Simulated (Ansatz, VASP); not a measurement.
# One calculation of Be2WN3, two programs

```
CELL_PARAMETERS angstrom
4.56901 0.00000 0.00000
-2.28451 3.95688 0.00000
0.00000 0.00000 2.66910
ATOMIC_POSITIONS crystal
Be 0.33333 0.66667 0.00000
Be 0.66667 0.33333 0.00000
W 0.00000 0.00000 0.00000
N 0.50000 0.00000 0.50000
N 0.50000 0.50000 0.50000
N 0.00000 0.50000 0.50000
```

Change from the starting cell: species swapped into the HoCo3B2 type (P6/mmm, No. 191).

Alike in both runs: functional PBE; k mesh 3 × 3 × 4; occupations gaussian, width 0.15 eV; no spin polarisation.

Ansatz relaxed the structure, and its values are those at the end. VASP's run is a single point on that final structure, the one shown.

|  | VASP | Ansatz |
| --- | --- | --- |
| version | VASP 6.6.1 | Ansatz 0.2.0 |
| potentials or method | VASP PAW PBE potentials, release 64 (Be, W_sv, N), cutoff 600 eV | scalar-relativistic, plane waves, PAW |
| valence electrons in the cell | 33 | 33 |

```tsv
	VASP	Ansatz	Ansatz less VASP
gap on the k mesh at the Fermi level (eV)	none	none	-
pressure (GPa)	-0.4	-0.6	-0.23
```

A gap of «none» marks a metal or a gap that the smearing closes. The functional is the same, so the differences come from potentials, cutoffs and numerics.

The k mesh is coarse, so the values compare programs but aren't converged. Spin-orbit coupling is off throughout.
